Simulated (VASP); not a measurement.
A run of VASP 6.6.1:

POSCAR

```
BP
1.0
    0.0000000000      2.2909988435      2.2591363518
    2.2909988435      0.0000000000      2.2591363518
    2.2909988435      2.2909988435      0.0000000000
B P
1 1
Direct
    0.0000000000      0.0000000000      0.0000000000
    0.2500000000      0.2500000000      0.2500000000
```

The input INCAR.step1:

```
SYSTEM = BP
PREC = Accurate
ENCUT = 520
EDIFF = 1E-5
ISMEAR = 0
SIGMA = 0.01
LREAL = .FALSE.
LASPH = .TRUE.
NELM = 100
ALGO = Normal
ISIF = 2
LWAVE = .TRUE.
LCHARG = .FALSE.
GGA = PE
NBANDS = 11
```

File INCAR.step2:

```
SYSTEM = BP
PREC = Accurate
ENCUT = 520
EDIFF = 1E-6
ISMEAR = 0
SIGMA = 0.01
LREAL = .FALSE.
LASPH = .TRUE.
NELM = 100
ALGO = Normal
ISIF = 2
LWAVE = .FALSE.
LCHARG = .FALSE.
GGA = PE
LHFCALC = .TRUE.
HFSCREEN = 0.2079
PRECFOCK = Normal
ISTART = 1
NBANDS = 11
```

File KPOINTS:

```
regular mesh
0
G
  6 6 6
  0 0 0
```

Potentials or basis: VASP PAW PBE potentials, release 64 (B, P).

The run is started by

```sh
$ cat potpaw_PBE.64/B/POTCAR potpaw_PBE.64/P/POTCAR > POTCAR
$ cp INCAR.step1 INCAR
$ mpirun -np 1 vasp_std > vasp.out
$ cp INCAR.step2 INCAR
$ mpirun -np 1 vasp_std > vasp.out
```

Hardware: 1 thread of AMD EPYC 9R45 96-Core Processor (Zen 5) (shared host).

Estimate the wall time of this run.

Wall time 6.4 min on 1 thread of AMD EPYC 9R45 96-Core Processor (Zen 5), with other jobs on the host, peak memory 0.21 GiB. Counts: k points 30.
